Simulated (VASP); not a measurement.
Here is a VASP 6.6.1 calculation.

INCAR

```
  ALGO = Normal
  EDIFF = 1E-7
  ENCUT = 520
  GGA = RP
  ISIF = 2
  ISMEAR = -1
  LASPH = T
  LCHARG = T
  LELF = T
  LREAL = F
  LVHAR = T
  LWAVE = F
  NBANDS = 8
  NELM = 60
  PREC = Accurate
  SIGMA = 0.1
```

KPOINTS

```
k-points
0
Gamma
  20 20 20
```

The input POSCAR:

```
C
1.0
    1.8464122488      0.0000000000      0.0000000000
    0.0000000000      1.8464122488      0.0000000000
    0.0000000000      0.0000000000      1.8464122488
C
1
Direct
    0.0000000000      0.0000000000      0.0000000000
```

Potentials or basis: VASP PAW PBE potentials, release 64 (C).

The run is started by

```bash
$ cat potpaw_PBE.64/C/POTCAR > POTCAR
$ mpirun -np 1 vasp_std > vasp.out
```

Predict the pressure.

-25.7 GPa.

Estimate the band gap on the k mesh.

zero (band 2 reaches 17.61 eV, above the bottom of band 3 at 5.62 eV).

Caveat: the PAW data sets were made with another functional, which shifts forces and pressure a little.
